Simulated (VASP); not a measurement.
A run of VASP 6.6.1 is set up as follows.

The input POSCAR:

```
SnO2
1.0
    1.7419607091      1.0057214843      4.1370252783
   -1.7419607091      1.0057214843      4.1370252783
    0.0000000000     -2.0114429687      4.1370252783
Sn O
1 2
Direct
    0.5000000000      0.5000000000      0.5000000000
    0.2371700000      0.2371700000      0.2371700000
    0.7628300000      0.7628300000      0.7628300000
```

Contents of INCAR.step1:

```
PREC = Accurate
ENCUT = 520
ISMEAR = 0
SIGMA = 0.05
LREAL = F
LASPH = T
NELM = 80
NBANDS = 20
GGA = PE
ALGO = Normal
EDIFF = 1E-4
LWAVE = T
LCHARG = F
```

The input INCAR.step2:

```
PREC = Accurate
ENCUT = 520
EDIFF = 1E-7
ISMEAR = 0
SIGMA = 0.05
LREAL = F
LASPH = T
NELM = 80
ALGO = Normal
ISIF = 2
LWAVE = F
LCHARG = F
METAGGA = R2SCAN
LMIXTAU = T
NBANDS = 20
ISTART = 1
```

KPOINTS

```
regular mesh
0
Gamma
  12 12 12
```

Potentials or basis: VASP PAW PBE potentials, release 64 (Sn_d, O).

The run is started by

```console
$ cat potpaw_PBE.64/Sn_d/POTCAR potpaw_PBE.64/O/POTCAR > POTCAR
$ cp INCAR.step1 INCAR
$ mpirun -np 1 vasp_std > vasp.out
$ cp INCAR.step2 INCAR
$ mpirun -np 1 vasp_std > vasp.out
```

Predict the band gap on the k mesh.

0.72 eV, indirect (least direct gap 0.74 eV).

Predict the pressure.

-18.4 GPa.

Predict the largest force.

0.065 eV/Å.

Forces in eV/Å, atoms in the order of the input:
```
Sn   0.000  0.000  0.000
O    0.000  0.000 -0.065
O    0.000  0.000  0.065
```

Caveat: the PAW data sets were made with another functional, which shifts forces and pressure a little; spin-orbit coupling is left out, which moves the levels of the heavy elements. A k mesh can miss the band edges.
